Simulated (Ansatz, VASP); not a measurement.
# One calculation of Al9N, two programs

```
Al N
1.0
     5.70709    0.00000    0.00000
    -1.42677    9.70148    0.00000
     0.00000    0.00000   22.79037
Al N
18 2
Direct
  0.26622 0.06489 0.17551
  0.76622 0.06489 0.17551
  0.33548 0.34192 0.21920
  0.83548 0.34192 0.21920
  0.14933 0.59733 0.22794
  0.64933 0.59733 0.22794
  0.46318 0.85274 0.23668
  0.96318 0.85274 0.23668
  0.03198 0.12771 0.28083
  0.53198 0.12771 0.28083
  0.09979 0.40422 0.33011
  0.59979 0.40422 0.33011
  0.41440 0.65967 0.33698
  0.91440 0.65967 0.33698
  0.22631 0.91108 0.34493
  0.72631 0.91108 0.34493
  0.29624 0.18141 0.38571
  0.79624 0.18141 0.38571
  0.24983 0.91108 0.42081
  0.70278 0.91108 0.42081
```

Alike in both runs: task single point; functional PBE; k mesh 5 × 3 × 1; occupations gaussian, width 0.1 eV; no spin polarisation.

```csv
,VASP,Ansatz
version,VASP 6.6.1,Ansatz 0.2.0
potentials or method,"VASP PAW PBE potentials, release 64 (Al, N), cutoff 520 eV","scalar-relativistic, plane waves, PAW"
valence electrons in the cell,64,64
```

```tsv
	VASP	Ansatz	Ansatz less VASP
gap on the k mesh at the Fermi level (eV)	none	none	-
rms of the force components (eV/Å)	0.531	0.526	-0.0054
```

Atom by atom the forces differ by 0.006 eV/Å (rms over components). A gap of «none» marks a metal or a gap that the smearing closes. With one functional, cell and mesh, what is left measures potentials, basis and numerics.
